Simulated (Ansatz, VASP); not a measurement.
**Two plane-wave programs on Te2Pb3Se**

```
Te Pb Se
1.0
     2.24924   -6.44152    0.00000
     2.24924    6.44152    0.00000
     0.00000    0.00000   13.97802
Te Pb Se
4 6 2
Direct
  0.87213 0.12787 0.42090
  0.87213 0.12787 0.07910
  0.12787 0.87213 0.57910
  0.12787 0.87213 0.92090
  0.63566 0.36434 0.40753
  0.63787 0.36213 0.75000
  0.63566 0.36434 0.09247
  0.36213 0.63787 0.25000
  0.36434 0.63566 0.59247
  0.36434 0.63566 0.90753
  0.85641 0.14359 0.75000
  0.14359 0.85641 0.25000
```

Alike in both runs: functional PBE; k mesh 4 × 4 × 2; occupations gaussian, width 0.1 eV; no spin polarisation.

Ansatz relaxed the structure, and its values are those at the end. VASP's run is a single point on that final structure, the one shown.

```csv
,VASP,Ansatz
version,VASP 6.6.1,Ansatz 0.2.0
potentials or method,"VASP PAW PBE potentials, release 64 (Te, Pb_d, Se), cutoff 520 eV","scalar-relativistic, plane waves, PAW"
valence electrons in the cell,120,180
```

|  | VASP | Ansatz | Ansatz less VASP |
| --- | --- | --- | --- |
| gap on the k mesh at the Fermi level (eV) | 1.06 | 1.06 | +0.001 |
| least direct gap on the mesh (eV) | 1.25 | 1.25 | 0.000 |
| pressure (GPa) | 0.0 | 0.0 | +0.02 |
| rms of the force components (eV/Å) | 0.010 | 0.009 | -0.0008 |

VASP's potentials hold 120 valence electrons a cell and Ansatz's 180, so a difference there can come from the potentials and not from the codes.

Neither program's run includes spin-orbit coupling.
